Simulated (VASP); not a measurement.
# Si (a cell with a defect) in VASP: relaxation of the atoms with PBE+D3(BJ)

Aim: the relaxation of the atoms of Si (a cell with a defect) with PBE+D3(BJ).

Everything below comes from runs of VASP 6.6.1. Logs are shortened: lines on timing, memory, paths and dates and some standing lists are left out, and cuts for length are marked.

### Step 1. The cell of the first run

The cell holds a defect, 17 atoms: a = 7.679 Å, b = 7.679 Å, c = 7.679 Å, α = 60.00°, β = 60.00°, γ = 60.00°.

### Step 2. Relaxation of the atoms, PBE+D3(BJ)

INCAR

```
PREC = Accurate
ENCUT = 520
EDIFF = 1E-6
ISMEAR = -1
SIGMA = 0.05
LREAL = Auto
LASPH = T
NELM = 60
ALGO = Normal
ISIF = 2
LWAVE = F
LCHARG = F
GGA = PE
IVDW = 12
IBRION = 2
NSW = 80
EDIFFG = -0.03
```

KPOINTS

```
regular mesh
0
Gamma
  2 2 2
```

POSCAR

```
Si
1.0
    0.0000000000      5.4300000000      5.4300000000
    5.4300000000      0.0000000000      5.4300000000
    5.4300000000      5.4300000000      0.0000000000
Si
17
Direct
    0.0000000000      0.0000000000      0.0000000000
    0.1250000000      0.1250000000      0.1250000000
    0.0000000000      0.0000000000      0.5000000000
    0.1250000000      0.1250000000      0.6250000000
    0.0000000000      0.5000000000      0.0000000000
    0.1250000000      0.6250000000      0.1250000000
    0.0000000000      0.5000000000      0.5000000000
    0.1250000000      0.6250000000      0.6250000000
    0.5000000000      0.0000000000      0.0000000000
    0.6250000000      0.1250000000      0.1250000000
    0.5000000000      0.0000000000      0.5000000000
    0.6250000000      0.1250000000      0.6250000000
    0.5000000000      0.5000000000      0.0000000000
    0.6250000000      0.6250000000      0.1250000000
    0.5000000000      0.5000000000      0.5000000000
    0.6250000000      0.6250000000      0.6250000000
    0.3740407000      0.8741900800      0.3735855900
```

Potentials or basis: VASP PAW PBE potentials, release 64 (Si).

Command:

```
$ cat potpaw_PBE.64/Si/POTCAR > POTCAR
$ mpirun -np 1 vasp_std > vasp.out
```

OUTCAR:

```text
PREC = Accurate
   ENCUT = 520
   EDIFF = 1E-6
   ISMEAR = -1
   LREAL = Auto
   LASPH = T
   NELM = 60
   ISIF = 2
   GGA = PE
   IVDW = 12
   IBRION = 2
   NSW = 80
   EDIFFG = -0.03
 IVDW          = 12

 ion  position               nearest neighbor table
   1  0.000  0.000  0.000-   2 2.35   4 2.35   6 2.35  10 2.35
   2  0.125  0.125  0.125-   1 2.35   3 2.35   5 2.35   9 2.35  17 2.70
   3  0.000  0.000  0.500-  17 2.35   4 2.35   8 2.35  12 2.35   2 2.35
   4  0.125  0.125  0.625-   1 2.35   3 2.35   7 2.35  11 2.35  17 2.73
   5  0.000  0.500  0.000-   2 2.35   6 2.35   8 2.35  14 2.35
   6  0.125  0.625  0.125-   1 2.35   5 2.35   7 2.35  13 2.35
   7  0.000  0.500  0.500-   4 2.35   6 2.35   8 2.35  16 2.35
   8  0.125  0.625  0.625-   3 2.35   5 2.35   7 2.35  15 2.35  17 2.71
   9  0.500  0.000  0.000-  17 2.34  10 2.35  12 2.35  14 2.35   2 2.35
  10  0.625  0.125  0.125-   1 2.35   9 2.35  11 2.35  13 2.35  17 2.72
  11  0.500  0.000  0.500-   4 2.35  10 2.35  12 2.35  16 2.35  17 2.37
  12  0.625  0.125  0.625-   3 2.35   9 2.35  11 2.35  15 2.35
  13  0.500  0.500  0.000-   6 2.35  10 2.35  14 2.35  16 2.35
  14  0.625  0.625  0.125-   5 2.35   9 2.35  13 2.35  15 2.35  17 2.70
  15  0.500  0.500  0.500-  17 2.35  12 2.35  14 2.35  16 2.35   8 2.35
  16  0.625  0.625  0.625-   7 2.35  11 2.35  13 2.35  15 2.35  17 2.73
  17  0.374  0.874  0.374-   9 2.34   3 2.35  15 2.35  11 2.37   2 2.70  14 2.70   8 2.71  10 2.72
                             4 2.73  16 2.73

  LATTYP: Found a face centered cubic cell.
 ALAT       =    10.8600000000

  Lattice vectors:

 A1 = (   0.0000000000,   5.4300000000,   5.4300000000)
 A2 = (   5.4300000000,   0.0000000000,   5.4300000000)
 A3 = (   5.4300000000,   5.4300000000,   0.0000000000)

Analysis of symmetry for initial positions (statically):
=====================================================================
 Subroutine PRICEL returns:
 Original cell was already a primitive cell.

 Routine SETGRP: Setting up the symmetry group for a
 face centered cubic supercell.

 Subroutine GETGRP returns: Found  1 space group operations
 (whereof  1 operations were pure point group operations)
 out of a pool of 48 trial point group operations.

The static configuration has the point symmetry C_1 .

Analysis of symmetry for dynamics (positions and initial velocities):
=====================================================================
 Subroutine PRICEL returns:
 Original cell was already a primitive cell.

 Routine SETGRP: Setting up the symmetry group for a
 face centered cubic supercell.

 Subroutine GETGRP returns: Found  1 space group operations
 (whereof  1 operations were pure point group operations)
 out of a pool of 48 trial point group operations.

The dynamic configuration has the point symmetry C_1 .

 Subroutine INISYM returns: Found  1 space group operations
 (whereof  1 operations are pure point group operations),
 and found     1 'primitive' translations

----------------------------------------------------------------------------------------

                                     Primitive cell

  volume of cell :     320.2060

  direct lattice vectors                    reciprocal lattice vectors
     0.000000000  5.430000000  5.430000000    -0.092081031  0.092081031  0.092081031
     5.430000000  0.000000000  5.430000000     0.092081031 -0.092081031  0.092081031
     5.430000000  5.430000000  0.000000000     0.092081031  0.092081031 -0.092081031

  length of vectors
     7.679179644  7.679179644  7.679179644     0.159489025  0.159489025  0.159489025

  position of ions in fractional coordinates (direct lattice)
     0.000000000  0.000000000  0.000000000
     0.125000000  0.125000000  0.125000000
     0.000000000  0.000000000  0.500000000
     0.125000000  0.125000000  0.625000000
     0.000000000  0.500000000  0.000000000
     0.125000000  0.625000000  0.125000000
[... 9 lines left out ...]
     0.625000000  0.625000000  0.625000000
     0.374040700  0.874190080  0.373585590

  ion indices of the primitive-cell ions
   primitive index   ion index
                 1           1
                 2           2
                 3           3
                 4           4
                 5           5
                 6           6
[... 9 lines left out ...]
                16          16
                17          17

----------------------------------------------------------------------------------------

 KPOINTS: regular mesh

Automatic generation of k-mesh.
 Grid dimensions read from file:
 generate k-points for:    2    2    2

 Generating k-lattice:

  Cartesian coordinates                     Fractional coordinates (reciprocal lattice)
    -0.046040516  0.046040516  0.046040516     0.500000000  0.000000000  0.000000000
     0.046040516 -0.046040516  0.046040516     0.000000000  0.500000000  0.000000000
     0.046040516  0.046040516 -0.046040516     0.000000000  0.000000000  0.500000000

  Length of vectors
     0.079744512  0.079744512  0.079744512

  Shift w.r.t. Gamma in fractional coordinates (k-lattice)
     0.000000000  0.000000000  0.000000000

 Subroutine IBZKPT returns following result:
 ===========================================

 Found      8 irreducible k-points:

 Following reciprocal coordinates:
            Coordinates               Weight
  0.000000  0.000000  0.000000      1.000000
  0.500000  0.000000  0.000000      1.000000
  0.000000  0.500000  0.000000      1.000000
  0.000000  0.000000  0.500000      1.000000
  0.500000  0.500000  0.500000      1.000000
  0.500000  0.500000  0.000000      1.000000
  0.000000  0.500000  0.500000      1.000000
  0.500000  0.000000  0.500000      1.000000
   k-points           NKPTS =      8   k-points in BZ     NKDIM =      8   number of bands    NBANDS=     43
   number of dos      NEDOS =    301   number of ions     NIONS =     17
   total plane-waves  NPLWV = 216000
   dimension x,y,z NGX =    60 NGY =   60 NGZ =   60
   dimension x,y,z NGXF=   120 NGYF=  120 NGZF=  120
   ions per type =              17
   NGX,Y,Z   is equivalent  to a cutoff of  12.99, 12.99, 12.99 a.u.
   NGXF,Y,Z  is equivalent  to a cutoff of  25.98, 25.98, 25.98 a.u.
 SYSTEM =  unknown system
   PREC   = accura    normal or accurate (medium, high low for compatibility)
   ISTART =      0    job   : 0-new  1-cont  2-samecut
   ICHARG =      2    charge: 1-file 2-atom 10-const
   ISPIN  =      1    spin polarized calculation?
   LNONCOLLINEAR =      F non collinear calculations
   LSORBIT =      F    spin-orbit coupling
   LASPH  =      T    aspherical Exc in radial PAW
   ENCUT  =  520.0 eV  38.22 Ry    6.18 a.u.  14.28 14.28 14.28*2*pi/ulx,y,z
   NELM   =     60;   NELMIN=  2; NELMDL= -5     # of ELM steps
   EDIFF  = 0.1E-05   stopping-criterion for ELM
   LREAL  =      T    real-space projection
   EDIFFG = -.3E-01   stopping-criterion for IOM
   NSW    =     80    number of steps for IOM
   IBRION =      2    ionic relax: 0-MD 1-quasi-New 2-CG
   NFREE  =      1    steps in history (QN), initial steepest desc. (CG)
   ISIF   =      2    stress and relaxation
   ISYM   =      2    0-nonsym 1-usesym 2-fastsym
   POTIM  = 0.5000    time-step for ionic-motion
   TEBEG  =    0.0;   TEEND  =   0.0 temperature during run
   PSTRESS=    0.0 pullay stress
   NELECT =      68.0000    total number of electrons
   NUPDOWN=      -1.0000    fix difference up-down
   EMIN   =  10.00;   EMAX   =-10.00  energy-range for DOS
   EFERMI =   0.00;   METHOD = LEGACY
   ISMEAR =    -1;   SIGMA  =   0.05  broadening in eV -4-tet -1-fermi 0-gaus
   EFERMI_NEDOS =   21; number of points for ismear=-14 and -15
   IALGO  =     38    algorithm
   IMIX   =      4    mixing-type and parameters
     AMIX     =   0.40;   BMIX     =  1.00
     AMIX_MAG =   1.60;   BMIX_MAG =  1.00
  volume/ion in A,a.u.               =      18.84       127.11
  Fermi-wavevector in a.u.,A,eV,Ry     =   0.976715  1.845724 12.979587  0.953973
  Thomas-Fermi vector in A             =   2.107356
   LORBIT       =      0    0 simple, 1 ext, 2 COOP (PROOUT), +10 PAW based schemes
   GGA     = PE    functional components
   LHFCALC =     F    Hartree Fock is set to
   AEXX    =    0.0000 exact exchange contribution
   IVDW    =    12    specifies the selected vdW correction
   LEPSILON=     F    determine dielectric tensor
   LRPA    =     F    only Hartree local field effects (RPA)
 conjugate gradient relaxation of ions
 non-spin polarized calculation
  energy-cutoff  :      520.00
  volume of cell :      320.21
 maximum number of plane-waves:      8646
 NGX is ok and might be reduce to    60
   NGX = 29   NGY = 29   NGZ = 29

--------------------------------------- Ionic step        1  -------------------------------------------

 number of electron      68.0000004 magnetization

 Free energy of the ion-electron system (eV)
  ---------------------------------------------------
  ext. energy  EPLUGINS =         0.00000000
  ---------------------------------------------------
  free energy    TOTEN  =       -87.89128985 eV

  energy without entropy =      -87.85944293  energy(sigma->0) =      -87.87536639

------------------------ aborting loop because EDIFF is reached ----------------------------------------

 Edisp (eV)   -5.64459

 E8    (eV) :    -2.3350

  FORCE on cell =-STRESS in cart. coord.  units (eV):
  Direction    XX          YY          ZZ          XY          YZ          ZX
  --------------------------------------------------------------------------------------
  -------------------------------------------------------------------------------------
  Total       5.77437     5.77439     5.77404    -0.12024    -0.15275    -0.16305
  in kB      28.89255    28.89265    28.89087    -0.60162    -0.76430    -0.81582
  external pressure =       28.89 kB  Pullay stress =        0.00 kB
[... 311 lines left out ...]
  energy  without entropy=      -93.6226603346  energy(sigma->0) =      -93.63966074

--------------------------------------- Ionic step        7  -------------------------------------------

 number of electron      68.0000001 magnetization

 Free energy of the ion-electron system (eV)
  ---------------------------------------------------
  ext. energy  EPLUGINS =         0.00000000
  ---------------------------------------------------
  free energy    TOTEN  =       -88.01351668 eV

  energy without entropy =      -87.97946302  energy(sigma->0) =      -87.99648985

 E-fermi :   6.8799     XC(G=0):  -9.6751

 val. band max:        6.6734007240   @ k =   0.0000   0.0000   0.0000
 cond. band min:       6.9251729231   @ k =   0.5000   0.5000   0.0000
 fundamental gap:      0.2517721991
 Fermi energy:         6.8798967284

 k-point     1 :       0.0000    0.0000    0.0000
  band No.  band energies     occupation
      1      -6.3205      2.00000
      2      -3.7751      2.00000
      3      -3.6283      2.00000
      4      -3.6283      2.00000
      5      -3.6278      2.00000
      6      -2.8146      2.00000
[... 405 lines left out ...]
  FREE ENERGIE OF THE ION-ELECTRON SYSTEM (eV)
  ---------------------------------------------------
  free  energy   TOTEN  =       -93.6568765357 eV

  energy  without entropy=      -93.6228228744  energy(sigma->0) =      -93.63984971

 reached required accuracy - stopping structural energy minimisation
```

It took 13 min on 1 thread of Intel Xeon Platinum 8259CL at 2.50GHz (Skylake/Cascade Lake), shared host; peak memory 0.54 GiB.

Results:

```
Free energy                  : -93.6569 eV
Energy gained by relaxing    : 7.1 meV/atom
Ionic steps                  : 7
Pressure after relaxing      : 2.4 GPa
Largest force after relaxing : 0.016 eV/Å
Band gap on the k mesh       : zero (bands 34 and 35 overlap by 0.25 eV)
Dispersion energy per atom   : -0.332 eV
```

Forces on the atoms (eV/Å):
```
Si   0.002 -0.001  0.002
Si   0.001  0.004  0.002
Si  -0.004 -0.002 -0.001
Si  -0.002 -0.004 -0.005
Si  -0.004 -0.004 -0.005
Si   0.001  0.001  0.001
Si   0.001  0.001  0.000
Si   0.001  0.001  0.004
Si   0.000  0.000 -0.005
Si  -0.005 -0.005 -0.002
Si   0.009  0.009  0.010
Si  -0.002 -0.002 -0.001
Si  -0.001  0.002  0.002
Si   0.004  0.000  0.002
Si  -0.002 -0.004 -0.002
Si  -0.004 -0.002 -0.005
Si   0.005  0.006  0.004
```

The path:
| step | energy change (eV) | largest force (eV/Å) | pressure (GPa) |
| --- | --- | --- | --- |
| 1 | 0.0000 | 0.9083 | 2.89 |
| 2 | -0.1179 | 0.1080 | 2.39 |
| 3 | -0.1190 | 0.0824 | 2.35 |
| 4 | -0.1190 | 0.0792 | 2.36 |
| 5 | -0.1206 | 0.0358 | 2.37 |
| 6 | -0.1208 | 0.0432 | 2.37 |
| 7 | -0.1210 | 0.0164 | 2.36 |

Final structure:
```
CELL_PARAMETERS angstrom
0.00000 5.43000 5.43000
5.43000 0.00000 5.43000
5.43000 5.43000 0.00000
ATOMIC_POSITIONS crystal
Si 0.00048 0.99848 0.00047
Si 0.12198 0.12800 0.12197
Si 0.99318 0.00229 0.50230
Si 0.12198 0.12796 0.62796
Si 0.00053 0.50054 0.00052
Si 0.12500 0.62500 0.12501
Si 0.00047 0.50047 0.49849
Si 0.12198 0.62199 0.62799
Si 0.50233 0.00233 0.99306
Si 0.62797 0.12797 0.12197
Si 0.50193 0.00193 0.50193
Si 0.62479 0.12482 0.62469
Si 0.49848 0.50048 0.00047
Si 0.62799 0.62199 0.12197
Si 0.50228 0.49321 0.50228
Si 0.62796 0.62199 0.62796
Si 0.37470 0.87474 0.37455
```

Caveat: the k points lie up to 0.50 Å⁻¹ apart.

The gap in the log of VASP goes by the Fermi energy; the results here count the filled bands.